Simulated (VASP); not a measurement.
# Ti3Al (P-6m2) in VASP: a series of runs

Ti3Al is run at these levels: PBEsol; tasks: single point.

Everything below comes from runs of VASP 6.6.1. Logs are shortened: lines on timing, memory, paths and dates and some standing lists are left out, and cuts for length are marked.

## (1) The cell of the first run

Symmetry: P-6m2, No. 187, hexagonal system. Conventional cell: a = 2.704 Å, b = 2.704 Å, c = 9.637 Å, α = 90.00°, β = 90.00°, γ = 120.00°. Ti (site symmetry -6m2) has 12 Ti at 2.70 to 2.86 Å within 3.6 Å. Within 3.6 Å of Ti (site symmetry 3m) lie 9 Ti at 2.70 to 2.86 Å and 3 Al at 2.88 Å. Al (site symmetry -6m2) has 6 Al at 2.70 Å and 6 Ti at 2.88 Å within 3.6 Å.

## (2) Single point, PBEsol (15.26 Å³/atom)

Input file INCAR:

```
SYSTEM = Ti3Al
  ALGO = Fast
  EDIFF = 1E-7
  ENCUT = 520
  GGA = PS
  ISIF = 2
  ISMEAR = 0
  LASPH = .True.
  LCHARG = .True.
  LELF = .True.
  LREAL = .False.
  LVHAR = .True.
  LWAVE = .False.
  NBANDS = 28
  NELM = 60
  PREC = Accurate
  SIGMA = 0.15
```

Input file KPOINTS:

```
k-points
0
Gamma
  18 18 6
  0 0 0
```

Input file POSCAR:

```
Ti3Al
1.0
    2.7044641644      0.0000000000      0.0000000000
   -1.3522320822      2.3421346700      0.0000000000
    0.0000000000      0.0000000000      9.6365467107
Ti Al
3 1
Direct
    0.6666666667      0.3333333333      0.0000000000
    0.3333333333      0.6666666667      0.7511732072
    0.3333333333      0.6666666667      0.2488267928
    0.6666666667      0.3333333333      0.5000000000
```

Potentials or basis: VASP PAW PBE potentials, release 64 (Ti_sv, Al).

Command:

```
> cat potpaw_PBE.64/Ti_sv/POTCAR potpaw_PBE.64/Al/POTCAR > POTCAR
> mpirun -np 1 vasp_std > vasp.out
```

OUTCAR:

```text
SYSTEM = Ti3Al
   EDIFF = 1E-7
   ENCUT = 520
   GGA = PS
   ISIF = 2
   ISMEAR = 0
   LASPH = .True.
   LREAL = .False.
   NELM = 60
   PREC = Accurate

 ion  position               nearest neighbor table
   1  0.667  0.333  0.000-   2 2.86   3 2.86   2 2.86   3 2.86   2 2.86   3 2.86
   2  0.333  0.667  0.751-   1 2.86   1 2.86   1 2.86   4 2.88   4 2.88   4 2.88
   3  0.333  0.667  0.249-   1 2.86   1 2.86   1 2.86   4 2.88   4 2.88   4 2.88
   4  0.667  0.333  0.500-   2 2.88   3 2.88   2 2.88   3 2.88   2 2.88   3 2.88

  LATTYP: Found a hexagonal cell.
 ALAT       =     2.7044641644
 C/A-ratio  =     3.5632000000

  Lattice vectors:

 A1 = (   2.7044641644,   0.0000000000,   0.0000000000)
 A2 = (  -1.3522320822,   2.3421346700,   0.0000000000)
 A3 = (   0.0000000000,   0.0000000000,   9.6365467107)

Analysis of symmetry for initial positions (statically):
=====================================================================
 Subroutine PRICEL returns:
 Original cell was already a primitive cell.

 Routine SETGRP: Setting up the symmetry group for a
 hexagonal supercell.

 Subroutine GETGRP returns: Found 12 space group operations
 (whereof 12 operations were pure point group operations)
 out of a pool of 24 trial point group operations.

The static configuration has the point symmetry D_3h.

Analysis of symmetry for dynamics (positions and initial velocities):
=====================================================================
 Subroutine PRICEL returns:
 Original cell was already a primitive cell.

 Routine SETGRP: Setting up the symmetry group for a
 hexagonal supercell.

 Subroutine GETGRP returns: Found 12 space group operations
 (whereof 12 operations were pure point group operations)
 out of a pool of 24 trial point group operations.

The dynamic configuration has the point symmetry D_3h.

 Subroutine INISYM returns: Found 12 space group operations
 (whereof 12 operations are pure point group operations),
 and found     1 'primitive' translations

----------------------------------------------------------------------------------------

                                     Primitive cell

  volume of cell :      61.0400

  direct lattice vectors                    reciprocal lattice vectors
     2.704464164  0.000000000  0.000000000     0.369759013  0.213480466  0.000000000
    -1.352232082  2.342134670  0.000000000     0.000000000  0.426960931  0.000000000
     0.000000000  0.000000000  9.636546711     0.000000000  0.000000000  0.103771613

  length of vectors
     2.704464164  2.704464164  9.636546711     0.426960931  0.426960931  0.103771613

  position of ions in fractional coordinates (direct lattice)
     0.666666667  0.333333333  0.000000000
     0.333333333  0.666666667  0.751173207
     0.333333333  0.666666667  0.248826793
     0.666666667  0.333333333  0.500000000

  ion indices of the primitive-cell ions
   primitive index   ion index
                 1           1
                 2           2
                 3           3
                 4           4

----------------------------------------------------------------------------------------

 KPOINTS: k-points

Automatic generation of k-mesh.
 Grid dimensions read from file:
 generate k-points for:   18   18    6

 Generating k-lattice:

  Cartesian coordinates                     Fractional coordinates (reciprocal lattice)
     0.020542167  0.011860026  0.000000000     0.055555556  0.000000000  0.000000000
     0.000000000  0.023720052  0.000000000     0.000000000  0.055555556  0.000000000
     0.000000000  0.000000000  0.017295269     0.000000000  0.000000000  0.166666667

  Length of vectors
     0.023720052  0.023720052  0.017295269

  Shift w.r.t. Gamma in fractional coordinates (k-lattice)
     0.000000000  0.000000000  0.000000000

 Subroutine IBZKPT returns following result:
 ===========================================

 Found    148 irreducible k-points:

 Following reciprocal coordinates:
            Coordinates               Weight
  0.000000  0.000000  0.000000      1.000000
  0.055556 -0.000000  0.000000      6.000000
  0.111111 -0.000000  0.000000      6.000000
  0.166667  0.000000  0.000000      6.000000
  0.222222  0.000000  0.000000      6.000000
  0.277778  0.000000  0.000000      6.000000
[... 16 lines left out ...]
  0.333333  0.111111  0.000000     12.000000
  0.388889  0.111111  0.000000     12.000000
 [... further k-points ...]
   k-points           NKPTS =    148   k-points in BZ     NKDIM =    148   number of bands    NBANDS=     28
   number of dos      NEDOS =    301   number of ions     NIONS =      4
   total plane-waves  NPLWV =  28800
   dimension x,y,z NGX =    20 NGY =   20 NGZ =   72
   dimension x,y,z NGXF=    40 NGYF=   40 NGZF=  144
   ions per type =               3   1
   NGX,Y,Z   is equivalent  to a cutoff of  12.29, 12.29, 12.42 a.u.
   NGXF,Y,Z  is equivalent  to a cutoff of  24.59, 24.59, 24.84 a.u.
 SYSTEM =  Ti3Al
   PREC   = accura    normal or accurate (medium, high low for compatibility)
   ISTART =      0    job   : 0-new  1-cont  2-samecut
   ICHARG =      2    charge: 1-file 2-atom 10-const
   ISPIN  =      1    spin polarized calculation?
   LNONCOLLINEAR =      F non collinear calculations
   LSORBIT =      F    spin-orbit coupling
   LASPH  =      T    aspherical Exc in radial PAW
   ENCUT  =  520.0 eV  38.22 Ry    6.18 a.u.   5.03  5.03 17.92*2*pi/ulx,y,z
   NELM   =     60;   NELMIN=  2; NELMDL= -5     # of ELM steps
   EDIFF  = 0.1E-06   stopping-criterion for ELM
   LREAL  =      F    real-space projection
   EDIFFG = 0.1E-05   stopping-criterion for IOM
   NSW    =      0    number of steps for IOM
   IBRION =     -1    ionic relax: 0-MD 1-quasi-New 2-CG
   NFREE  =      0    steps in history (QN), initial steepest desc. (CG)
   ISIF   =      2    stress and relaxation
   ISYM   =      2    0-nonsym 1-usesym 2-fastsym
   POTIM  = 0.5000    time-step for ionic-motion
   TEBEG  =    0.0;   TEEND  =   0.0 temperature during run
   PSTRESS=    0.0 pullay stress
   NELECT =      39.0000    total number of electrons
   NUPDOWN=      -1.0000    fix difference up-down
   EMIN   =  10.00;   EMAX   =-10.00  energy-range for DOS
   EFERMI =   0.00;   METHOD = LEGACY
   ISMEAR =     0;   SIGMA  =   0.15  broadening in eV -4-tet -1-fermi 0-gaus
   EFERMI_NEDOS =   21; number of points for ismear=-14 and -15
   IALGO  =     68    algorithm
   IMIX   =      4    mixing-type and parameters
     AMIX     =   0.40;   BMIX     =  1.00
     AMIX_MAG =   1.60;   BMIX_MAG =  1.00
  volume/ion in A,a.u.               =      15.26       102.98
  Fermi-wavevector in a.u.,A,eV,Ry     =   1.410019  2.664549 27.050458  1.988153
  Thomas-Fermi vector in A             =   2.532015
   LORBIT       =      0    0 simple, 1 ext, 2 COOP (PROOUT), +10 PAW based schemes
   GGA     = PS    functional components
   LHFCALC =     F    Hartree Fock is set to
   AEXX    =    0.0000 exact exchange contribution
   IVDW    =     0    specifies the selected vdW correction
   LEPSILON=     F    determine dielectric tensor
   LRPA    =     F    only Hartree local field effects (RPA)
 non-spin polarized calculation
 RMM-DIIS sequential band-by-band and
 Gauss-broadening in eV      SIGMA  =   0.15
  energy-cutoff  :      520.00
  volume of cell :       61.04
 maximum number of plane-waves:      1680
 NGX is ok and might be reduce to    20
   NGX =  9   NGY =  9   NGZ = 35

 number of electron      39.0000008 magnetization

 Free energy of the ion-electron system (eV)
  ---------------------------------------------------
  ext. energy  EPLUGINS =         0.00000000
  ---------------------------------------------------
  free energy    TOTEN  =       -29.20840360 eV

  energy without entropy =      -29.15005294  energy(sigma->0) =      -29.17922827

 E-fermi :   9.2001     XC(G=0): -11.8316

 val. band max:        9.1993955640   @ k =   0.1667   0.1667   0.0000
 cond. band min:       9.2011374688   @ k =   0.2222   0.1667   0.1667
 fundamental gap:      0.0017419048
 Fermi energy:         9.2000642081

 k-point     1 :       0.0000    0.0000    0.0000
  band No.  band energies     occupation
      1     -47.0608      2.00000
      2     -47.0212      2.00000
      3     -46.9467      2.00000
      4     -23.7113      2.00000
      5     -23.4402      2.00000
      6     -23.1008      2.00000
[... 20 lines left out ...]
     27      12.1840      0.00000
     28      12.5565      0.00000

 k-point     2 :       0.0556   -0.0000    0.0000
  band No.  band energies     occupation
      1     -47.0545      2.00000
      2     -47.0156      2.00000
      3     -46.9418      2.00000
      4     -23.7027      2.00000
      5     -23.4364      2.00000
      6     -23.1018      2.00000
[... 20 lines left out ...]
     27      12.0259      0.00000
     28      12.3463      0.00000

 k-point     3 :       0.1111   -0.0000    0.0000
  band No.  band energies     occupation
      1     -47.0362      2.00000
      2     -46.9993      2.00000
      3     -46.9276      2.00000
      4     -23.6776      2.00000
      5     -23.4262      2.00000
      6     -23.1077      2.00000
[... 20 lines left out ...]
     27      11.9036      0.00000
     28      11.9697      0.00000

 k-point     4 :       0.1667    0.0000    0.0000
  band No.  band energies     occupation
      1     -47.0079      2.00000
      2     -46.9743      2.00000
      3     -46.9059      2.00000
      4     -23.6390      2.00000
      5     -23.4149      2.00000
      6     -23.1400      2.00000
[... 578 lines left out ...]
     27      12.4692      0.00000
     28      12.5834      0.00000

 k-point    23 :       0.3333    0.1111    0.0000
  band No.  band energies     occupation
      1     -46.8582      2.00000
      2     -46.8467      2.00000
      3     -46.8004      2.00000
      4     -23.7136      2.00000
      5     -23.7066      2.00000
      6     -23.6383      2.00000
[... 20 lines left out ...]
     27      12.4594      0.00000
     28      12.4648      0.00000

 k-point    24 :       0.3889    0.1111    0.0000
  band No.  band energies     occupation
      1     -46.8383      2.00000
      2     -46.8309      2.00000
      3     -46.7887      2.00000
      4     -23.7864      2.00000
      5     -23.7725      2.00000
      6     -23.7030      2.00000
[... 20 lines left out ...]
     27      12.4782      0.00000
     28      12.9123      0.00000

 [... further k-points ...]

------------------------ aborting loop because EDIFF is reached ----------------------------------------

  FORCE on cell =-STRESS in cart. coord.  units (eV):
  Direction    XX          YY          ZZ          XY          YZ          ZX
  --------------------------------------------------------------------------------------
  -------------------------------------------------------------------------------------
  Total        5.9762746      5.9762746     -0.3218502     -0.0000000     -0.0000000     -0.0000000
  in kB      156.8651983    156.8651983     -8.4479213     -0.0000000     -0.0000000     -0.0000000
  external PRESSURE =     101.7608251 kB  Pullay stress =       0.0000000 kB

 VOLUME and BASIS-vectors are now :
 -----------------------------------------------------------------------------
  energy-cutoff  :      520.00
  volume of cell :       61.04
      direct lattice vectors                 reciprocal lattice vectors
     2.704464164  0.000000000  0.000000000     0.369759013  0.213480466  0.000000000
    -1.352232082  2.342134670  0.000000000     0.000000000  0.426960931  0.000000000
     0.000000000  0.000000000  9.636546711     0.000000000  0.000000000  0.103771613

 POSITION                                       TOTAL-FORCE (eV/Angst)
 -----------------------------------------------------------------------------------
      1.35223      0.78071      0.00000        -0.000000      0.000000      0.000000
     -0.00000      1.56142      7.23872        -0.000000     -0.000000     -0.499205
     -0.00000      1.56142      2.39783         0.000000      0.000000      0.499205
      1.35223      0.78071      4.81827         0.000000      0.000000      0.000000
 -----------------------------------------------------------------------------------
    total drift:                               -0.000000      0.000000     -0.000000

  FREE ENERGIE OF THE ION-ELECTRON SYSTEM (eV)
  ---------------------------------------------------
  free  energy   TOTEN  =       -29.2084036021 eV

  energy  without entropy=      -29.1500529408  energy(sigma->0) =      -29.17922827
```

It took 8.2 min on 1 thread of Intel Xeon 6975P-C (Granite Rapids), shared host; peak memory 0.32 GiB.

Results:

| Item | Value |
| --- | --- |
| Free energy | -29.2084 eV |
| Pressure | 10.2 GPa |
| Largest force | 0.499 eV/Å |
| Band gap on the k mesh | zero (an odd number of electrons rules out a gap without spin polarisation) |

Forces on the atoms (eV/Å):
```
Ti   0.000  0.000  0.000
Ti   0.000  0.000 -0.499
Ti   0.000  0.000  0.499
Al   0.000  0.000  0.000
```

Levels at points of the mesh, in eV from the Fermi level:
```tsv
k point	band 16	band 17	band 18	band 19	band 20	band 21	band 22	band 23
(0.00, 0.00, 0.00)	-2.92	-1.71	-0.13	0.04	1.12	1.12	1.20	1.20
(0.50, 0.00, 0.00)	-2.34	-1.83	-1.76	-0.88	-0.40	1.22	1.27	1.58
(0.00, 0.00, 0.50)	-3.71	-1.79	-0.16	0.06	1.12	1.12	1.20	1.20
(0.50, 0.00, 0.50)	-2.32	-1.86	-1.53	-1.38	0.49	0.63	0.90	1.56
```

Caveat: the cell stands under pressure; the PAW data sets were made with another functional, which shifts forces and pressure a little.

(Part 1 of 2 ends here.)
